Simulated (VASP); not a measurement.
Runs of VASP 6.6.1 on InSb. The structure is that of space group P4/mmm (No. 123), or close to it. The cells are those of the table. 

```csv
cell,gap on the mesh (eV),pressure (GPa)
"a = 2.984, b = 2.984, c = 6.029 Å, 2 atoms",none,(a)
"a = 3.031, b = 3.031, c = 6.029 Å, 2 atoms",none,3.7
"a = 2.984, b = 2.984, c = 6.122 Å, 2 atoms",none,(b)
"a = 3.077, b = 3.077, c = 6.029 Å, 2 atoms",none,2.0
"a = 3.031, b = 3.031, c = 6.215 Å, 2 atoms",none,2.1
```

Alike in all rows: task single point; level PBE; potentials or basis VASP PAW PBE potentials, release 64 (In_d, Sb); no spin polarisation; k mesh 16 × 16 × 8; cutoff (eV) 520; smearing gaussian 0.15 eV.

Q: Estimate the missing entries.

A: (a) 5.8; (b) 4.8.

Caveats: spin-orbit coupling is left out, which moves the levels of the heavy elements.

A k mesh can miss the band edges, and the runs leave out spin-orbit coupling on In, Sb.

A gap of «none» marks levels without a gap at the run's occupations.
